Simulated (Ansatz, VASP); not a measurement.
## Sc2AlP3: VASP beside Ansatz

```xyz
6
Lattice="3.8513 0.0000 0.0000 0.0000 3.8513 0.0000 0.0000 0.0000 8.8382" Properties=species:S:1:pos:R:3 pbc="T T T"
Sc    0.0000    1.9257    6.0971
Sc    1.9257    0.0000    2.7411
Al    0.0000    0.0000    0.0000
P     1.9257    1.9257    7.7796
P     1.9257    1.9257    1.0586
P     1.9257    1.9257    4.4191
```

Alike in both runs: functional PBE; k mesh 4 × 4 × 4; occupations gaussian, width 0.1 eV; no spin polarisation.

Ansatz relaxed the structure, and its values are those at the end. VASP's run is a single point on that final structure, the one shown.

|  | VASP | Ansatz |
| --- | --- | --- |
| version | VASP 6.6.1 | Ansatz 0.2.0 |
| potentials or method | VASP PAW PBE potentials, release 64 (Sc_sv, Al, P), cutoff 520 eV | scalar-relativistic, plane waves, PAW |
| valence electrons in the cell | 40 | 40 |

VASP gave:

| Quantity | Value |
| --- | --- |
| gap on the k mesh at the Fermi level (eV) | none |
| pressure (GPa) | 0.0 |
| rms of the force components (eV/Å) | 0.029 |

Which values does Ansatz return?

gap on the k mesh at the Fermi level (eV): none; pressure (GPa): 0.0; rms of the force components (eV/Å): 0.002.

A gap of «none» marks a metal or a gap that the smearing closes.

The k mesh is coarse, so the values compare programs but aren't converged.
